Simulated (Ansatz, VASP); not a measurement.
Two plane-wave programs on TaN

The input INCAR:

```
SYSTEM = TaN
PREC = Accurate ; ENCUT = 520
EDIFF = 1E-7 ; ISMEAR = 1
SIGMA = 0.15 ; LREAL = .False.
LASPH = .True. ; NELM = 80
ALGO = Normal ; ISIF = 2
LWAVE = .False. ; LCHARG = .False.
GGA = PS ; NBANDS = 33
```

The input KPOINTS:

```
Automatic mesh
0
Gamma
  5 5 8
  0 0 0
```

The input POSCAR:

```
TaN
1.0
    5.3908473765      0.0000000000      0.0000000000
   -2.6954236883      4.6686109099      0.0000000000
    0.0000000000      0.0000000000      3.0199545696
Ta N
3 3
Direct
    0.0000000000      0.0000000000      0.0000000000
    0.3333333333      0.6666666667      0.5000000000
    0.6666666667      0.3333333333      0.5000000000
    0.5000000000      0.0000000000      0.0000000000
    0.5000000000      0.5000000000      0.0000000000
    0.0000000000      0.5000000000      0.0000000000
```

Input for Ansatz:

```yaml
crystal:
  lattice:
    - [5.390847376541816, 0.0, 0.0]
    - [-2.695423688270908, 4.668610909929502, 0.0]
    - [0.0, 0.0, 3.019954569636602]
  atoms:
    - { symbol: Ta, position: [0.0, 0.0, 0.0] }
    - { symbol: Ta, position: [0.3333333333333333, 0.6666666666666666, 0.5] }
    - { symbol: Ta, position: [0.6666666666666666, 0.3333333333333333, 0.5] }
    - { symbol: "N", position: [0.5, 0.0, 0.0] }
    - { symbol: "N", position: [0.5, 0.5, 0.0] }
    - { symbol: "N", position: [0.0, 0.5, 0.0] }
basis:
  ecutwfc: 517.016338673772
kpoints:
  mp_grid:
    grid: [5, 5, 8]
hamiltonian:
  xc: pbesol
scf:
  occupations:
    method: methfessel_paxton
    width: 0.15
output:
  stress: true
```

Alike in both runs: task single point; functional PBEsol; k mesh 5 × 5 × 8; occupations methfessel-paxton of order 1, width 0.15 eV; no spin polarisation.

|  | VASP | Ansatz |
| --- | --- | --- |
| version | VASP 6.6.1 | Ansatz 0.2.0 |
| potentials or method | VASP PAW PBE potentials, release 64 (Ta_pv, N), cutoff 520 eV | plane waves, PAW |
| valence electrons in the cell | 48 | 54 |

Ansatz gave:

| Item | Value |
| --- | --- |
| pressure (GPa) | -28.1 |
| traceless stress, the component that is largest in VASP (GPa) | -7.33 |

Question: What did VASP give for the same quantities?

Answer: Pressure (GPa): -27.6; traceless stress, the component that is largest in VASP (GPa): -7.21.

VASP's potentials were made for PBE, not for PBEsol. VASP's potentials hold 48 valence electrons a cell and Ansatz's 54, so a difference there can come from the potentials and not from the codes.

Spin-orbit coupling is off throughout.
